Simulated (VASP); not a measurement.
# WS2 in VASP: notebook

The runs below take WS2 through single point, with PBEsol.

All numbers are computed with VASP 6.6.1; they aren't measurements. Logs are shortened: lines on timing, memory, paths and dates and some standing lists are left out, and cuts for length are marked.

### 1 The cell of the first run

The cell holds a slab with vacuum, 3 atoms: a = 2.988 Å, b = 2.988 Å, c = 17.377 Å, α = 90.00°, β = 90.00°, γ = 120.00°.

### 2 Single point, PBEsol (strain -0.050 along x and y, +0.025 along z)

The input, INCAR:

```
SYSTEM = WS2
PREC = Accurate ; ENCUT = 520
EDIFF = 1E-6 ; ISMEAR = 0
SIGMA = 0.05 ; LREAL = .FALSE.
LASPH = .TRUE. ; NELM = 100
ALGO = Normal ; ISIF = 2
LWAVE = .FALSE. ; LCHARG = .FALSE.
GGA = PS ; NBANDS = 20
```

The input, KPOINTS:

```
regular mesh
0
G
  12 12 2
  0 0 0
```

The input, POSCAR:

```
WS2
1.0
    2.9884874136      0.0000000000      0.0000000000
   -1.4942437068      2.5881060190      0.0000000000
    0.0000000000      0.0000000000     17.3772566117
W S
1 2
Direct
    0.3333333333      0.6666666667      0.0000000000
    0.6666666667      0.3333333333      0.9075761491
    0.6666666667      0.3333333333      0.0924238509
```

Potentials or basis: VASP PAW PBE potentials, release 64 (W_sv, S).

Command:

```
> cat potpaw_PBE.64/W_sv/POTCAR potpaw_PBE.64/S/POTCAR > POTCAR
> mpirun -np 1 vasp_std > vasp.out
```

OUTCAR:

```text
SYSTEM = WS2
   PREC = Accurate
   ENCUT = 520
   EDIFF = 1E-6
   ISMEAR = 0
   LREAL = .FALSE.
   LASPH = .TRUE.
   NELM = 100
   ISIF = 2
   GGA = PS

 ion  position               nearest neighbor table
   1  0.333  0.667  0.000-   2 2.36   3 2.36   2 2.36   3 2.36   2 2.36   3 2.36
   2  0.667  0.333  0.908-   1 2.36   1 2.36   1 2.36
   3  0.667  0.333  0.092-   1 2.36   1 2.36   1 2.36

  LATTYP: Found a hexagonal cell.
 ALAT       =     2.9884874136
 C/A-ratio  =     5.8147330762

  Lattice vectors:

 A1 = (   2.9884874136,   0.0000000000,   0.0000000000)
 A2 = (  -1.4942437068,   2.5881060190,   0.0000000000)
 A3 = (   0.0000000000,   0.0000000000,  17.3772566117)

Analysis of symmetry for initial positions (statically):
=====================================================================
 Subroutine PRICEL returns:
 Original cell was already a primitive cell.

 Routine SETGRP: Setting up the symmetry group for a
 hexagonal supercell.

 Subroutine GETGRP returns: Found 12 space group operations
 (whereof 12 operations were pure point group operations)
 out of a pool of 24 trial point group operations.

The static configuration has the point symmetry D_3h.

Analysis of symmetry for dynamics (positions and initial velocities):
=====================================================================
 Subroutine PRICEL returns:
 Original cell was already a primitive cell.

 Routine SETGRP: Setting up the symmetry group for a
 hexagonal supercell.

 Subroutine GETGRP returns: Found 12 space group operations
 (whereof 12 operations were pure point group operations)
 out of a pool of 24 trial point group operations.

The dynamic configuration has the point symmetry D_3h.

 Subroutine INISYM returns: Found 12 space group operations
 (whereof 12 operations are pure point group operations),
 and found     1 'primitive' translations

----------------------------------------------------------------------------------------

                                     Primitive cell

  volume of cell :     134.4048

  direct lattice vectors                    reciprocal lattice vectors
     2.988487414  0.000000000  0.000000000     0.334617437  0.193191468  0.000000000
    -1.494243707  2.588106019  0.000000000     0.000000000  0.386382935  0.000000000
     0.000000000  0.000000000 17.377256612     0.000000000  0.000000000  0.057546483

  length of vectors
     2.988487414  2.988487414 17.377256612     0.386382935  0.386382935  0.057546483

  position of ions in fractional coordinates (direct lattice)
     0.333333333  0.666666667  0.000000000
     0.666666667  0.333333333  0.907576149
     0.666666667  0.333333333  0.092423851

  ion indices of the primitive-cell ions
   primitive index   ion index
                 1           1
                 2           2
                 3           3

----------------------------------------------------------------------------------------

 KPOINTS: regular mesh

Automatic generation of k-mesh.
 Grid dimensions read from file:
 generate k-points for:   12   12    2

 Generating k-lattice:

  Cartesian coordinates                     Fractional coordinates (reciprocal lattice)
     0.027884786  0.016099289  0.000000000     0.083333333  0.000000000  0.000000000
     0.000000000  0.032198578  0.000000000     0.000000000  0.083333333  0.000000000
     0.000000000  0.000000000  0.028773241     0.000000000  0.000000000  0.500000000

  Length of vectors
     0.032198578  0.032198578  0.028773241

  Shift w.r.t. Gamma in fractional coordinates (k-lattice)
     0.000000000  0.000000000  0.000000000

 Subroutine IBZKPT returns following result:
 ===========================================

 Found     38 irreducible k-points:

 Following reciprocal coordinates:
            Coordinates               Weight
  0.000000  0.000000  0.000000      1.000000
  0.083333  0.000000  0.000000      6.000000
  0.166667  0.000000  0.000000      6.000000
  0.250000  0.000000  0.000000      6.000000
  0.333333  0.000000  0.000000      6.000000
  0.416667  0.000000  0.000000      6.000000
[... 16 lines left out ...]
  0.250000  0.000000  0.500000      6.000000
  0.333333  0.000000  0.500000      6.000000
 [... further k-points ...]
   k-points           NKPTS =     38   k-points in BZ     NKDIM =     38   number of bands    NBANDS=     20
   number of dos      NEDOS =    301   number of ions     NIONS =      3
   total plane-waves  NPLWV =  80640
   dimension x,y,z NGX =    24 NGY =   24 NGZ =  140
   dimension x,y,z NGXF=    48 NGYF=   48 NGZF=  280
   ions per type =               1   2
   NGX,Y,Z   is equivalent  to a cutoff of  13.35, 13.35, 13.39 a.u.
   NGXF,Y,Z  is equivalent  to a cutoff of  26.70, 26.70, 26.79 a.u.
 SYSTEM =  WS2
   PREC   = accura    normal or accurate (medium, high low for compatibility)
   ISTART =      0    job   : 0-new  1-cont  2-samecut
   ICHARG =      2    charge: 1-file 2-atom 10-const
   ISPIN  =      1    spin polarized calculation?
   LNONCOLLINEAR =      F non collinear calculations
   LSORBIT =      F    spin-orbit coupling
   LASPH  =      T    aspherical Exc in radial PAW
   ENCUT  =  520.0 eV  38.22 Ry    6.18 a.u.   5.56  5.56 32.31*2*pi/ulx,y,z
   NELM   =    100;   NELMIN=  2; NELMDL= -5     # of ELM steps
   EDIFF  = 0.1E-05   stopping-criterion for ELM
   LREAL  =      F    real-space projection
   EDIFFG = 0.1E-04   stopping-criterion for IOM
   NSW    =      0    number of steps for IOM
   IBRION =     -1    ionic relax: 0-MD 1-quasi-New 2-CG
   NFREE  =      0    steps in history (QN), initial steepest desc. (CG)
   ISIF   =      2    stress and relaxation
   ISYM   =      2    0-nonsym 1-usesym 2-fastsym
   POTIM  = 0.5000    time-step for ionic-motion
   TEBEG  =    0.0;   TEEND  =   0.0 temperature during run
   PSTRESS=    0.0 pullay stress
   NELECT =      26.0000    total number of electrons
   NUPDOWN=      -1.0000    fix difference up-down
   EMIN   =  10.00;   EMAX   =-10.00  energy-range for DOS
   EFERMI =   0.00;   METHOD = LEGACY
   ISMEAR =     0;   SIGMA  =   0.05  broadening in eV -4-tet -1-fermi 0-gaus
   EFERMI_NEDOS =   21; number of points for ismear=-14 and -15
   IALGO  =     38    algorithm
   IMIX   =      4    mixing-type and parameters
     AMIX     =   0.40;   BMIX     =  1.00
     AMIX_MAG =   1.60;   BMIX_MAG =  1.00
  volume/ion in A,a.u.               =      44.80       302.34
  Fermi-wavevector in a.u.,A,eV,Ry     =   0.946806  1.789204 12.196831  0.896442
  Thomas-Fermi vector in A             =   2.074839
   LORBIT       =      0    0 simple, 1 ext, 2 COOP (PROOUT), +10 PAW based schemes
   GGA     = PS    functional components
   LHFCALC =     F    Hartree Fock is set to
   AEXX    =    0.0000 exact exchange contribution
   IVDW    =     0    specifies the selected vdW correction
   LEPSILON=     F    determine dielectric tensor
   LRPA    =     F    only Hartree local field effects (RPA)
 non-spin polarized calculation
 Gauss-broadening in eV      SIGMA  =   0.05
  energy-cutoff  :      520.00
  volume of cell :      134.40
 maximum number of plane-waves:      3678
 NGX is ok and might be reduce to    24
   NGX = 11   NGY = 11   NGZ = 65

 number of electron      26.0000001 magnetization

 Free energy of the ion-electron system (eV)
  ---------------------------------------------------
  ext. energy  EPLUGINS =         0.00000000
  ---------------------------------------------------
  free energy    TOTEN  =       -24.95651684 eV

  energy without entropy =      -24.95651684  energy(sigma->0) =      -24.95651684

 E-fermi :  -0.3970     XC(G=0):  -4.7218

 val. band max:       -0.6996223194   @ k =   0.3333   0.3333   0.5000
 cond. band min:       1.0707214795   @ k =   0.1667   0.1667   0.0000
 fundamental gap:      1.7703437989
 Fermi energy:        -0.3970078163

 k-point     1 :       0.0000    0.0000    0.0000
  band No.  band energies     occupation
      1     -74.3614      2.00000
      2     -38.7965      2.00000
      3     -38.3732      2.00000
      4     -38.3732      2.00000
      5     -16.1779      2.00000
      6     -14.4722      2.00000
[... 12 lines left out ...]
     19       4.6124      0.00000
     20       5.5767      0.00000

 k-point     2 :       0.0833    0.0000    0.0000
  band No.  band energies     occupation
      1     -74.3587      2.00000
      2     -38.7882      2.00000
      3     -38.4179      2.00000
      4     -38.3833      2.00000
      5     -16.0316      2.00000
      6     -14.4114      2.00000
[... 12 lines left out ...]
     19       4.7758      0.00000
     20       5.8334      0.00000

 k-point     3 :       0.1667    0.0000    0.0000
  band No.  band energies     occupation
      1     -74.3511      2.00000
      2     -38.7656      2.00000
      3     -38.5384      2.00000
      4     -38.4109      2.00000
      5     -15.6130      2.00000
      6     -14.2373      2.00000
[... 12 lines left out ...]
     19       5.2451      0.00000
     20       6.2903      0.00000

 k-point     4 :       0.2500    0.0000    0.0000
  band No.  band energies     occupation
      1     -74.3408      2.00000
      2     -38.7345      2.00000
      3     -38.6995      2.00000
      4     -38.4482      2.00000
      5     -14.9819      2.00000
      6     -13.9773      2.00000
[... 12 lines left out ...]
     19       5.9287      0.00000
     20       6.8007      0.00000

 k-point     5 :       0.3333    0.0000    0.0000
  band No.  band energies     occupation
      1     -74.3305      2.00000
      2     -38.8568      2.00000
      3     -38.7032      2.00000
      4     -38.4853      2.00000
      5     -14.2432      2.00000
      6     -13.6836      2.00000
[... 12 lines left out ...]
     19       6.4830      0.00000
     20       6.9759      0.00000

 k-point     6 :       0.4167    0.0000    0.0000
  band No.  band energies     occupation
      1     -74.3229      2.00000
      2     -38.9696      2.00000
      3     -38.6802      2.00000
      4     -38.5122      2.00000
      5     -13.5819      2.00000
      6     -13.4394      2.00000
[... 12 lines left out ...]
     19       6.7011      0.00000
     20       7.2159      0.00000

 k-point     7 :       0.5000    0.0000    0.0000
  band No.  band energies     occupation
      1     -74.3202      2.00000
      2     -39.0104      2.00000
      3     -38.6717      2.00000
      4     -38.5220      2.00000
      5     -13.3419      2.00000
      6     -13.2962      2.00000
[... 12 lines left out ...]
     19       6.8758      0.00000
     20       7.3776      0.00000
[... 277 lines left out ...]
 k-point    20 :       0.0000    0.0000    0.5000
  band No.  band energies     occupation
      1     -74.3614      2.00000
      2     -38.7965      2.00000
      3     -38.3732      2.00000
      4     -38.3732      2.00000
      5     -16.1779      2.00000
      6     -14.4722      2.00000
[... 12 lines left out ...]
     19       4.5630      0.00000
     20       5.7487      0.00000

 k-point    21 :       0.0833    0.0000    0.5000
  band No.  band energies     occupation
      1     -74.3587      2.00000
      2     -38.7882      2.00000
      3     -38.4179      2.00000
      4     -38.3833      2.00000
      5     -16.0316      2.00000
      6     -14.4114      2.00000
[... 12 lines left out ...]
     19       4.7663      0.00000
     20       5.9052      0.00000

 k-point    22 :       0.1667    0.0000    0.5000
  band No.  band energies     occupation
      1     -74.3511      2.00000
      2     -38.7656      2.00000
      3     -38.5384      2.00000
      4     -38.4109      2.00000
      5     -15.6130      2.00000
      6     -14.2373      2.00000
[... 12 lines left out ...]
     19       5.2270      0.00000
     20       6.3563      0.00000

 k-point    23 :       0.2500    0.0000    0.5000
  band No.  band energies     occupation
      1     -74.3408      2.00000
      2     -38.7345      2.00000
      3     -38.6995      2.00000
      4     -38.4482      2.00000
      5     -14.9819      2.00000
      6     -13.9773      2.00000
[... 12 lines left out ...]
     19       5.8463      0.00000
     20       6.9863      0.00000

 k-point    24 :       0.3333    0.0000    0.5000
  band No.  band energies     occupation
      1     -74.3305      2.00000
      2     -38.8568      2.00000
      3     -38.7032      2.00000
      4     -38.4852      2.00000
      5     -14.2432      2.00000
      6     -13.6836      2.00000
[... 12 lines left out ...]
     19       6.4484      0.00000
     20       7.0956      0.00000

 [... further k-points ...]

------------------------ aborting loop because EDIFF is reached ----------------------------------------

  FORCE on cell =-STRESS in cart. coord.  units (eV):
  Direction    XX          YY          ZZ          XY          YZ          ZX
  --------------------------------------------------------------------------------------
  -------------------------------------------------------------------------------------
  Total        6.1916625      6.1916625      1.5700900     -0.0000000      0.0000000     -0.0000000
  in kB       73.8079508     73.8079508     18.7163181     -0.0000000      0.0000000     -0.0000000
  external PRESSURE =      55.4440732 kB  Pullay stress =       0.0000000 kB

 VOLUME and BASIS-vectors are now :
 -----------------------------------------------------------------------------
  energy-cutoff  :      520.00
  volume of cell :      134.40
      direct lattice vectors                 reciprocal lattice vectors
     2.988487414  0.000000000  0.000000000     0.334617437  0.193191468  0.000000000
    -1.494243707  2.588106019  0.000000000     0.000000000  0.386382935  0.000000000
     0.000000000  0.000000000 17.377256612     0.000000000  0.000000000  0.057546483

 POSITION                                       TOTAL-FORCE (eV/Angst)
 -----------------------------------------------------------------------------------
     -0.00000      1.72540      0.00000         0.000000      0.000000      0.000000
      1.49424      0.86270     15.77118        -0.000000      0.000000     -0.498136
      1.49424      0.86270      1.60607         0.000000      0.000000      0.498136
 -----------------------------------------------------------------------------------
    total drift:                               -0.000000      0.000000     -0.000000

  FREE ENERGIE OF THE ION-ELECTRON SYSTEM (eV)
  ---------------------------------------------------
  free  energy   TOTEN  =       -24.9565168395 eV

  energy  without entropy=      -24.9565168395  energy(sigma->0) =      -24.95651684
```

Run time: 60 s. Hardware: 1 thread of Intel Xeon 6975P-C (Granite Rapids), shared host; peak memory 0.31 GiB.

What came out:

```yaml
Free_energy: -24.9565 eV
Largest_force: 0.498 eV/Å
Band_gap_on_the_k_mesh: 1.77 eV, indirect (least direct gap 2.67 eV)
```

Forces in eV/Å, atoms in the order of the input:
```
W    0.000  0.000  0.000
S    0.000  0.000 -0.498
S    0.000  0.000  0.498
```

Levels at points of the mesh, in eV from the valence-band top:
```tsv
k point	band 10	band 11	band 12	band 13	band 14	band 15	band 16	band 17
(0.00, 0.00, 0.00)	-2.57	-1.10	-1.10	-0.80	3.48	3.48	3.52	3.52
(0.50, 0.00, 0.00)	-3.33	-2.64	-1.09	-0.74	3.61	3.88	4.13	5.18
(0.00, 0.00, 0.50)	-2.57	-1.10	-1.10	-0.80	3.48	3.48	3.52	3.52
(0.50, 0.00, 0.50)	-3.33	-2.64	-1.09	-0.74	3.61	3.88	4.13	5.18
```

Caveat: the cell differs from its parent crystal (strain -0.050 along x and y, +0.025 along z); the PAW data sets were made with another functional, which shifts forces and pressure a little; spin-orbit coupling is left out, which moves the levels of the heavy elements.

### 3 Single point, PBEsol (strain -0.025 along x and y, -0.025 along z)

The input, INCAR:

```
ALGO = Normal ; EDIFF = 1E-7
ENCUT = 520 ; GGA = PS
ISIF = 2 ; ISMEAR = 0
LASPH = T ; LCHARG = F
LREAL = F ; LWAVE = F
NBANDS = 20 ; NELM = 60
PREC = Accurate ; SIGMA = 0.05
```

The input, KPOINTS:

```
k-points
0
Gamma
  12 12 2
```

The input, POSCAR:

```
WS2
1.0
    3.0671318192      0.0000000000      0.0000000000
   -1.5335659096      2.6562140722      0.0000000000
    0.0000000000      0.0000000000     16.5295855575
W S
1 2
Direct
    0.3333333333      0.6666666667      0.0000000000
    0.6666666667      0.3333333333      0.9075761491
    0.6666666667      0.3333333333      0.0924238509
```

Potentials or basis: VASP PAW PBE potentials, release 64 (W_sv, S).

Command:

```
> cat potpaw_PBE.64/W_sv/POTCAR potpaw_PBE.64/S/POTCAR > POTCAR
> mpirun -np 1 vasp_std > vasp.out
```

Run time: 61 s. Hardware: 1 thread of Intel Xeon 6975P-C (Granite Rapids), shared host; peak memory 0.29 GiB.

The run converged. Its results:

```yaml
Free_energy: -25.0738 eV
Largest_force: 1.591 eV/Å
Band_gap_on_the_k_mesh: 2.14 eV, direct
```

Forces in eV/Å, atoms in the order of the input:
```
W    0.000  0.000  0.000
S    0.000  0.000 -1.591
S    0.000  0.000  1.591
```

Levels at points of the mesh, in eV from the valence-band top:
```tsv
k point	band 9	band 10	band 11	band 12	band 13	band 14	band 15	band 16	band 17	band 18
(0.00, 0.00, 0.00)	-3.06	-2.28	-1.62	-1.62	-0.17	3.26	3.26	3.56	3.56	5.24
(0.50, 0.00, 0.00)	-4.81	-3.66	-2.23	-1.12	-0.99	3.37	3.77	4.31	5.36	5.49
(0.00, 0.00, 0.50)	-3.06	-2.28	-1.62	-1.62	-0.17	3.26	3.26	3.56	3.56	5.31
(0.50, 0.00, 0.50)	-4.81	-3.66	-2.23	-1.12	-0.99	3.37	3.77	4.31	5.36	5.49
```

Caveat: the cell differs from its parent crystal (strain -0.025 along x and y, -0.025 along z); the PAW data sets were made with another functional, which shifts forces and pressure a little; spin-orbit coupling is left out, which moves the levels of the heavy elements.

### 4 Single point, PBEsol (strain -0.050 along x and y, +0.050 along z)

The input, INCAR:

```
  PREC = Accurate
  ENCUT = 520
  EDIFF = 1E-6
  ISMEAR = 0
  SIGMA = 0.05
  LREAL = False
  LASPH = True
  NELM = 80
  ALGO = Normal
  ISIF = 2
  LWAVE = False
  LCHARG = False
  GGA = PS
  NBANDS = 20
```

The input, KPOINTS:

```
regular mesh
0
Gamma
  12 12 2
```

The input, POSCAR:

```
WS2
1.0
    2.9884874136      0.0000000000      0.0000000000
   -1.4942437068      2.5881060190      0.0000000000
    0.0000000000      0.0000000000     17.8010921388
W S
1 2
Direct
    0.3333333333      0.6666666667      0.0000000000
    0.6666666667      0.3333333333      0.9075761491
    0.6666666667      0.3333333333      0.0924238509
```

Command:

```
> cat potpaw_PBE.64/W_sv/POTCAR potpaw_PBE.64/S/POTCAR > POTCAR
> mpirun -np 1 vasp_std > vasp.out
```

It took 61 s on 1 thread of Intel Xeon 6975P-C (Granite Rapids), shared host; peak memory 0.31 GiB.

It converged, with:

- Free energy: -24.9620 eV
- Largest force: 0.340 eV/Å
- Band gap on the k mesh: 1.61 eV, indirect (least direct gap 2.46 eV)

Forces in eV/Å, atoms in the order of the input:
```
W    0.000  0.000  0.000
S    0.000  0.000  0.340
S    0.000  0.000 -0.340
```

Levels at points of the mesh, in eV from the valence-band top:
| k point | band 9 | band 10 | band 11 | band 12 | band 13 | band 14 | band 15 | band 16 | band 17 | band 18 |
| --- | --- | --- | --- | --- | --- | --- | --- | --- | --- | --- |
| (0.00, 0.00, 0.00) | -2.34 | -2.34 | -0.96 | -0.90 | -0.90 | 3.40 | 3.40 | 3.47 | 3.47 | 5.05 |
| (0.50, 0.00, 0.00) | -4.78 | -3.12 | -2.73 | -1.11 | -0.64 | 3.45 | 3.92 | 4.03 | 4.97 | 6.14 |
| (0.00, 0.00, 0.50) | -2.34 | -2.34 | -0.96 | -0.90 | -0.90 | 3.40 | 3.40 | 3.47 | 3.47 | 5.10 |
| (0.50, 0.00, 0.50) | -4.78 | -3.12 | -2.73 | -1.11 | -0.64 | 3.45 | 3.92 | 4.03 | 4.97 | 6.14 |

Caveat: the cell differs from its parent crystal (strain -0.050 along x and y, +0.050 along z); the PAW data sets were made with another functional, which shifts forces and pressure a little; spin-orbit coupling is left out, which moves the levels of the heavy elements.

### 5 Summary

| cell | gap on the mesh (eV) | largest force (eV/Å) |
| --- | --- | --- |
| a = 2.988, b = 2.988, c = 17.377 Å, angles 90.0, 90.0, 120.0°, 3 atoms | 1.77 | 0.50 |
| a = 3.067, b = 3.067, c = 16.530 Å, angles 90.0, 90.0, 120.0°, 3 atoms | 2.14 | 1.59 |
| a = 2.988, b = 2.988, c = 17.801 Å, angles 90.0, 90.0, 120.0°, 3 atoms | 1.61 | 0.34 |

Alike in all rows: task single point; level PBEsol; potentials or basis VASP PAW PBE potentials, release 64 (W_sv, S); no spin polarisation; k mesh 12 × 12 × 2; cutoff (eV) 520; smearing gaussian 0.05 eV.

Caveats: the PAW data sets were made with another functional, which shifts forces and pressure a little; spin-orbit coupling is left out, which moves the levels of the heavy elements.

Absolute energies hang on the potentials; compare differences alone.
